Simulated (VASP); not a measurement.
# CsBr (Pm-3m) in VASP: a series of runs

The runs below take CsBr through single point, with PBE.

Program: VASP 6.6.1. These are calculated values, not measurements. Logs are shortened: lines on timing, memory, paths and dates and some standing lists are left out, and cuts for length are marked.

### Step 1. The cell of the first run

Symmetry: Pm-3m, No. 221, cubic system. The conventional cell has a = 4.171 Å, b = 4.171 Å, c = 4.171 Å, α = 90.00°, β = 90.00°, γ = 90.00°. Cs (site symmetry m-3m) has 8 Br at 3.61 Å and 6 Cs at 4.17 Å within 4.7 Å. Within 4.7 Å of Br (site symmetry m-3m) lie 8 Cs at 3.61 Å and 6 Br at 4.17 Å.

### Step 2. Single point, PBE (36.28 Å³/atom)

Input file INCAR:

```
SYSTEM = CsBr
PREC = Accurate ; ENCUT = 500
EDIFF = 1E-6 ; ISMEAR = 0
SIGMA = 0.01 ; LREAL = .False.
LASPH = .True. ; NELM = 120
ALGO = Normal ; ISIF = 2
LWAVE = .False. ; LCHARG = .True.
GGA = PE ; LELF = .True.
LVHAR = .True. ; NBANDS = 15
GGA_COMPAT = .False.
```

Input file KPOINTS:

```
regular mesh
0
Gamma
  4 4 4
  0 0 0
```

Input file POSCAR:

```
CsBr
1.0
    4.1708731781      0.0000000000      0.0000000000
    0.0000000000      4.1708731781      0.0000000000
    0.0000000000      0.0000000000      4.1708731781
Cs Br
1 1
Direct
    0.0000000000      0.0000000000      0.0000000000
    0.5000000000      0.5000000000      0.5000000000
```

Potentials or basis: VASP PAW PBE potentials, release 64 (Cs_sv, Br).

Run with:

```
$ cat potpaw_PBE.64/Cs_sv/POTCAR potpaw_PBE.64/Br/POTCAR > POTCAR
$ mpirun -np 1 vasp_std > vasp.out
```

OUTCAR:

```text
SYSTEM = CsBr
   PREC = Accurate
   ENCUT = 500
   EDIFF = 1E-6
   ISMEAR = 0
   LREAL = .False.
   LASPH = .True.
   NELM = 120
   ISIF = 2
   GGA = PE

 ion  position               nearest neighbor table
   1  0.000  0.000  0.000-
   2  0.500  0.500  0.500-

  LATTYP: Found a simple cubic cell.
 ALAT       =     4.1708731781

  Lattice vectors:

 A1 = (   4.1708731781,   0.0000000000,   0.0000000000)
 A2 = (   0.0000000000,   4.1708731781,   0.0000000000)
 A3 = (   0.0000000000,   0.0000000000,   4.1708731781)

Analysis of symmetry for initial positions (statically):
=====================================================================
 Subroutine PRICEL returns:
 Original cell was already a primitive cell.

 Routine SETGRP: Setting up the symmetry group for a
 simple cubic supercell.

 Subroutine GETGRP returns: Found 48 space group operations
 (whereof 48 operations were pure point group operations)
 out of a pool of 48 trial point group operations.

The static configuration has the point symmetry O_h .

Analysis of symmetry for dynamics (positions and initial velocities):
=====================================================================
 Subroutine PRICEL returns:
 Original cell was already a primitive cell.

 Routine SETGRP: Setting up the symmetry group for a
 simple cubic supercell.

 Subroutine GETGRP returns: Found 48 space group operations
 (whereof 48 operations were pure point group operations)
 out of a pool of 48 trial point group operations.

The dynamic configuration has the point symmetry O_h .

 Subroutine INISYM returns: Found 48 space group operations
 (whereof 48 operations are pure point group operations),
 and found     1 'primitive' translations

----------------------------------------------------------------------------------------

                                     Primitive cell

  volume of cell :      72.5573

  direct lattice vectors                    reciprocal lattice vectors
     4.170873178  0.000000000  0.000000000     0.239757949  0.000000000  0.000000000
     0.000000000  4.170873178  0.000000000     0.000000000  0.239757949  0.000000000
     0.000000000  0.000000000  4.170873178     0.000000000  0.000000000  0.239757949

  length of vectors
     4.170873178  4.170873178  4.170873178     0.239757949  0.239757949  0.239757949

  position of ions in fractional coordinates (direct lattice)
     0.000000000  0.000000000  0.000000000
[... 71 lines left out ...]
   POTIM  = 0.5000    time-step for ionic-motion
   TEBEG  =    0.0;   TEEND  =   0.0 temperature during run
   PSTRESS=    0.0 pullay stress
   NELECT =      16.0000    total number of electrons
   NUPDOWN=      -1.0000    fix difference up-down
   EMIN   =  10.00;   EMAX   =-10.00  energy-range for DOS
   EFERMI =   0.00;   METHOD = LEGACY
   ISMEAR =     0;   SIGMA  =   0.01  broadening in eV -4-tet -1-fermi 0-gaus
   EFERMI_NEDOS =   21; number of points for ismear=-14 and -15
   IALGO  =     38    algorithm
   IMIX   =      4    mixing-type and parameters
     AMIX     =   0.40;   BMIX     =  1.00
     AMIX_MAG =   1.60;   BMIX_MAG =  1.00
  volume/ion in A,a.u.               =      36.28       244.82
  Fermi-wavevector in a.u.,A,eV,Ry     =   0.989057  1.869046 13.309669  0.978233
  Thomas-Fermi vector in A             =   2.120628
   LORBIT       =      0    0 simple, 1 ext, 2 COOP (PROOUT), +10 PAW based schemes
   GGA     = PE    functional components
   LHFCALC =     F    Hartree Fock is set to
   AEXX    =    0.0000 exact exchange contribution
   IVDW    =     0    specifies the selected vdW correction
   LEPSILON=     F    determine dielectric tensor
   LRPA    =     F    only Hartree local field effects (RPA)
 non-spin polarized calculation
 Gauss-broadening in eV      SIGMA  =   0.01
  energy-cutoff  :      500.00
  volume of cell :       72.56
 maximum number of plane-waves:      1856
   NGX = 15   NGY = 15   NGZ = 15

 number of electron      16.0000001 magnetization

 Free energy of the ion-electron system (eV)
  ---------------------------------------------------
  ext. energy  EPLUGINS =         0.00000000
  ---------------------------------------------------
  free energy    TOTEN  =        -5.92897580 eV

  energy without entropy =       -5.92897580  energy(sigma->0) =       -5.92897580

 E-fermi :   0.2028     XC(G=0):  -8.4437

 val. band max:        0.1601497683   @ k =   0.0000   0.0000   0.0000
 cond. band min:       4.9470320767   @ k =   0.0000   0.0000   0.0000
 fundamental gap:      4.7868823084
 Fermi energy:         0.2027661872

 k-point     1 :       0.0000    0.0000    0.0000
  band No.  band energies     occupation
      1     -19.5448      2.00000
      2     -12.3392      2.00000
      3      -6.0987      2.00000
      4      -6.0987      2.00000
      5      -6.0987      2.00000
      6       0.1601      2.00000
      7       0.1601      2.00000
      8       0.1601      2.00000
      9       4.9470      0.00000
     10       4.9470      0.00000
     11       4.9989      0.00000
     12       9.5144      0.00000
     13       9.5144      0.00000
     14       9.5144      0.00000
[... 149 lines left out ...]
      2     -12.1214      2.00000
      3      -6.5898      2.00000
      4      -6.5898      2.00000
      5      -6.5898      2.00000
      6      -1.2562      2.00000
      7      -1.2562      2.00000
      8      -1.2562      2.00000
      9       8.8664      0.00000
     10       8.8664      0.00000
     11       8.8664      0.00000
     12       9.7420      0.00000
     13       9.7420      0.00000
     14       9.7420      0.00000
     15      12.0348      0.00000

------------------------ aborting loop because EDIFF is reached ----------------------------------------

  FORCE on cell =-STRESS in cart. coord.  units (eV):
  Direction    XX          YY          ZZ          XY          YZ          ZX
  --------------------------------------------------------------------------------------
  -------------------------------------------------------------------------------------
  Total        1.2927914      1.2927914      1.2927914      0.0000000      0.0000000      0.0000000
  in kB       28.5468420     28.5468420     28.5468420      0.0000000      0.0000000      0.0000000
  external PRESSURE =      28.5468420 kB  Pullay stress =       0.0000000 kB

 VOLUME and BASIS-vectors are now :
 -----------------------------------------------------------------------------
  energy-cutoff  :      500.00
  volume of cell :       72.56
      direct lattice vectors                 reciprocal lattice vectors
     4.170873178  0.000000000  0.000000000     0.239757949  0.000000000  0.000000000
     0.000000000  4.170873178  0.000000000     0.000000000  0.239757949  0.000000000
     0.000000000  0.000000000  4.170873178     0.000000000  0.000000000  0.239757949

 POSITION                                       TOTAL-FORCE (eV/Angst)
 -----------------------------------------------------------------------------------
      0.00000      0.00000      0.00000         0.000000      0.000000      0.000000
      2.08544      2.08544      2.08544         0.000000      0.000000      0.000000
 -----------------------------------------------------------------------------------
    total drift:                                0.000000      0.000000     -0.000000

  FREE ENERGIE OF THE ION-ELECTRON SYSTEM (eV)
  ---------------------------------------------------
  free  energy   TOTEN  =        -5.9289757973 eV

  energy  without entropy=       -5.9289757973  energy(sigma->0) =       -5.92897580
```

Run time: 20 s. Hardware: 1 thread of Intel Xeon 8259CL, shared host; peak memory 0.16 GiB.

Results:

* Free energy: -5.9290 eV
* Pressure: 2.9 GPa
* Band gap on the k mesh: 4.79 eV

Levels at points of the mesh, in eV from the valence-band top:
```csv
k point,band 6,band 7,band 8,band 9,band 10,band 11
"(0.00, 0.00, 0.00)",0.00,0.00,0.00,4.79,4.79,4.84
"(0.50, 0.00, 0.00)",-1.53,-0.29,-0.29,5.91,7.69,8.24
"(0.50, 0.50, 0.00)",-0.61,-0.61,-0.04,5.29,5.53,7.28
"(0.50, 0.50, 0.50)",-1.42,-1.42,-1.42,8.71,8.71,8.71
```

Caveat: spin-orbit coupling is left out, which moves the levels of the heavy elements. A k mesh can miss the band edges.

### Step 3. Single point, PBE (38.29 Å³/atom)

This run uses another cell than the first one, of 38.29 Å³/atom.

Input file INCAR:

```
SYSTEM = CsBr
ALGO = Normal
EDIFF = 1E-6
ENCUT = 500
GGA = PE
GGA_COMPAT = .FALSE.
ISIF = 2
ISMEAR = 0
LASPH = .TRUE.
LCHARG = .FALSE.
LREAL = .FALSE.
LWAVE = .FALSE.
NBANDS = 15
NELM = 120
PREC = Accurate
SIGMA = 0.01
```

Input file KPOINTS:

```
k-points
0
G
  4 4 4
  0 0 0
```

Input file POSCAR:

```
CsBr
1.0
    4.2467238048      0.0000000000      0.0000000000
    0.0000000000      4.2467238048      0.0000000000
    0.0000000000      0.0000000000      4.2467238048
Cs Br
1 1
Direct
    0.0000000000      0.0000000000      0.0000000000
    0.5000000000      0.5000000000      0.5000000000
```

Potentials or basis: VASP PAW PBE potentials, release 64 (Cs_sv, Br).

Run with:

```
$ cat potpaw_PBE.64/Cs_sv/POTCAR potpaw_PBE.64/Br/POTCAR > POTCAR
$ mpirun -np 1 vasp_std > vasp.out
```

OUTCAR:

```text
SYSTEM = CsBr
   EDIFF = 1E-6
   ENCUT = 500
   GGA = PE
   ISIF = 2
   ISMEAR = 0
   LASPH = .TRUE.
   LREAL = .FALSE.
   NELM = 120
   PREC = Accurate

 ion  position               nearest neighbor table
   1  0.000  0.000  0.000-
   2  0.500  0.500  0.500-

  LATTYP: Found a simple cubic cell.
 ALAT       =     4.2467238048

  Lattice vectors:

 A1 = (   4.2467238048,   0.0000000000,   0.0000000000)
 A2 = (   0.0000000000,   4.2467238048,   0.0000000000)
 A3 = (   0.0000000000,   0.0000000000,   4.2467238048)

Analysis of symmetry for initial positions (statically):
=====================================================================
 Subroutine PRICEL returns:
 Original cell was already a primitive cell.

 Routine SETGRP: Setting up the symmetry group for a
 simple cubic supercell.

 Subroutine GETGRP returns: Found 48 space group operations
 (whereof 48 operations were pure point group operations)
 out of a pool of 48 trial point group operations.

The static configuration has the point symmetry O_h .

Analysis of symmetry for dynamics (positions and initial velocities):
=====================================================================
 Subroutine PRICEL returns:
 Original cell was already a primitive cell.

 Routine SETGRP: Setting up the symmetry group for a
 simple cubic supercell.

 Subroutine GETGRP returns: Found 48 space group operations
 (whereof 48 operations were pure point group operations)
 out of a pool of 48 trial point group operations.

The dynamic configuration has the point symmetry O_h .

 Subroutine INISYM returns: Found 48 space group operations
 (whereof 48 operations are pure point group operations),
 and found     1 'primitive' translations

----------------------------------------------------------------------------------------

                                     Primitive cell

  volume of cell :      76.5882

  direct lattice vectors                    reciprocal lattice vectors
     4.246723805  0.000000000  0.000000000     0.235475639  0.000000000  0.000000000
     0.000000000  4.246723805  0.000000000     0.000000000  0.235475639  0.000000000
     0.000000000  0.000000000  4.246723805     0.000000000  0.000000000  0.235475639

  length of vectors
     4.246723805  4.246723805  4.246723805     0.235475639  0.235475639  0.235475639

  position of ions in fractional coordinates (direct lattice)
     0.000000000  0.000000000  0.000000000
     0.500000000  0.500000000  0.500000000

  ion indices of the primitive-cell ions
   primitive index   ion index
                 1           1
                 2           2

----------------------------------------------------------------------------------------

 KPOINTS: k-points

Automatic generation of k-mesh.
 Grid dimensions read from file:
 generate k-points for:    4    4    4

 Generating k-lattice:

  Cartesian coordinates                     Fractional coordinates (reciprocal lattice)
     0.058868910  0.000000000  0.000000000     0.250000000  0.000000000  0.000000000
     0.000000000  0.058868910  0.000000000     0.000000000  0.250000000  0.000000000
     0.000000000  0.000000000  0.058868910     0.000000000  0.000000000  0.250000000

[... 23 lines left out ...]
   k-points           NKPTS =     10   k-points in BZ     NKDIM =     10   number of bands    NBANDS=     15
   number of dos      NEDOS =    301   number of ions     NIONS =      2
   total plane-waves  NPLWV =  32768
   dimension x,y,z NGX =    32 NGY =   32 NGZ =   32
   dimension x,y,z NGXF=    64 NGYF=   64 NGZF=   64
   ions per type =               1   1
   NGX,Y,Z   is equivalent  to a cutoff of  12.53, 12.53, 12.53 a.u.
   NGXF,Y,Z  is equivalent  to a cutoff of  25.05, 25.05, 25.05 a.u.
 SYSTEM =  CsBr
   PREC   = accura    normal or accurate (medium, high low for compatibility)
   ISTART =      0    job   : 0-new  1-cont  2-samecut
   ICHARG =      2    charge: 1-file 2-atom 10-const
   ISPIN  =      1    spin polarized calculation?
   LNONCOLLINEAR =      F non collinear calculations
   LSORBIT =      F    spin-orbit coupling
   LASPH  =      T    aspherical Exc in radial PAW
   ENCUT  =  500.0 eV  36.75 Ry    6.06 a.u.   7.74  7.74  7.74*2*pi/ulx,y,z
   NELM   =    120;   NELMIN=  2; NELMDL= -5     # of ELM steps
   EDIFF  = 0.1E-05   stopping-criterion for ELM
   LREAL  =      F    real-space projection
   EDIFFG = 0.1E-04   stopping-criterion for IOM
   NSW    =      0    number of steps for IOM
   IBRION =     -1    ionic relax: 0-MD 1-quasi-New 2-CG
   NFREE  =      0    steps in history (QN), initial steepest desc. (CG)
   ISIF   =      2    stress and relaxation
   ISYM   =      2    0-nonsym 1-usesym 2-fastsym
   POTIM  = 0.5000    time-step for ionic-motion
   TEBEG  =    0.0;   TEEND  =   0.0 temperature during run
   PSTRESS=    0.0 pullay stress
   NELECT =      16.0000    total number of electrons
   NUPDOWN=      -1.0000    fix difference up-down
   EMIN   =  10.00;   EMAX   =-10.00  energy-range for DOS
   EFERMI =   0.00;   METHOD = LEGACY
   ISMEAR =     0;   SIGMA  =   0.01  broadening in eV -4-tet -1-fermi 0-gaus
   EFERMI_NEDOS =   21; number of points for ismear=-14 and -15
   IALGO  =     38    algorithm
   IMIX   =      4    mixing-type and parameters
     AMIX     =   0.40;   BMIX     =  1.00
     AMIX_MAG =   1.60;   BMIX_MAG =  1.00
  volume/ion in A,a.u.               =      38.29       258.42
  Fermi-wavevector in a.u.,A,eV,Ry     =   0.971391  1.835663 12.838468  0.943601
  Thomas-Fermi vector in A             =   2.101604
   LORBIT       =      0    0 simple, 1 ext, 2 COOP (PROOUT), +10 PAW based schemes
   GGA     = PE    functional components
   LHFCALC =     F    Hartree Fock is set to
   AEXX    =    0.0000 exact exchange contribution
   IVDW    =     0    specifies the selected vdW correction
   LEPSILON=     F    determine dielectric tensor
   LRPA    =     F    only Hartree local field effects (RPA)
 non-spin polarized calculation
 Gauss-broadening in eV      SIGMA  =   0.01
  energy-cutoff  :      500.00
  volume of cell :       76.59
 maximum number of plane-waves:      1956
 NGX is ok and might be reduce to    32
   NGX = 15   NGY = 15   NGZ = 15

 number of electron      15.9999996 magnetization

 Free energy of the ion-electron system (eV)
  ---------------------------------------------------
  ext. energy  EPLUGINS =         0.00000000
  ---------------------------------------------------
  free energy    TOTEN  =        -5.98496526 eV

  energy without entropy =       -5.98496526  energy(sigma->0) =       -5.98496526

 E-fermi :  -0.0460     XC(G=0):  -8.1977

 val. band max:       -0.1490778646   @ k =   0.0000   0.0000   0.0000
 cond. band min:       4.4727167305   @ k =   0.0000   0.0000   0.0000
 fundamental gap:      4.6217945952
 Fermi energy:        -0.0460264975

 k-point     1 :       0.0000    0.0000    0.0000
  band No.  band energies     occupation
      1     -19.8980      2.00000
      2     -12.5581      2.00000
      3      -6.4787      2.00000
      4      -6.4787      2.00000
      5      -6.4787      2.00000
      6      -0.1491      2.00000
      7      -0.1491      2.00000
      8      -0.1491      2.00000
      9       4.4727      0.00000
     10       4.7262      0.00000
     11       4.7262      0.00000
     12       9.0540      0.00000
     13       9.0540      0.00000
     14       9.0540      0.00000
[... 149 lines left out ...]
      2     -12.3655      2.00000
      3      -6.9111      2.00000
      4      -6.9111      2.00000
      5      -6.9111      2.00000
      6      -1.4052      2.00000
      7      -1.4052      2.00000
      8      -1.4052      2.00000
      9       8.3039      0.00000
     10       8.3039      0.00000
     11       8.3039      0.00000
     12       9.1647      0.00000
     13       9.1647      0.00000
     14       9.1647      0.00000
     15      11.3757      0.00000

------------------------ aborting loop because EDIFF is reached ----------------------------------------

  FORCE on cell =-STRESS in cart. coord.  units (eV):
  Direction    XX          YY          ZZ          XY          YZ          ZX
  --------------------------------------------------------------------------------------
  -------------------------------------------------------------------------------------
  Total        0.7775080      0.7775080      0.7775080      0.0000000      0.0000000     -0.0000000
  in kB       16.2649752     16.2649752     16.2649752      0.0000000      0.0000000     -0.0000000
  external PRESSURE =      16.2649752 kB  Pullay stress =       0.0000000 kB

 VOLUME and BASIS-vectors are now :
 -----------------------------------------------------------------------------
  energy-cutoff  :      500.00
  volume of cell :       76.59
      direct lattice vectors                 reciprocal lattice vectors
     4.246723805  0.000000000  0.000000000     0.235475639  0.000000000  0.000000000
     0.000000000  4.246723805  0.000000000     0.000000000  0.235475639  0.000000000
     0.000000000  0.000000000  4.246723805     0.000000000  0.000000000  0.235475639

 POSITION                                       TOTAL-FORCE (eV/Angst)
 -----------------------------------------------------------------------------------
      0.00000      0.00000      0.00000         0.000000      0.000000      0.000000
      2.12336      2.12336      2.12336         0.000000      0.000000      0.000000
 -----------------------------------------------------------------------------------
    total drift:                                0.000000      0.000000     -0.000000

  FREE ENERGIE OF THE ION-ELECTRON SYSTEM (eV)
  ---------------------------------------------------
  free  energy   TOTEN  =        -5.9849652644 eV

  energy  without entropy=       -5.9849652644  energy(sigma->0) =       -5.98496526
```

Wall time 13 s (1 thread of Intel Xeon 8259CL, shared host); peak memory 0.18 GiB.

What came out:

```
Free energy            : -5.9850 eV
Pressure               : 1.6 GPa
Band gap on the k mesh : 4.62 eV
```

Caveat: spin-orbit coupling is left out, which moves the levels of the heavy elements.

(Continued in part 2 of 2.)
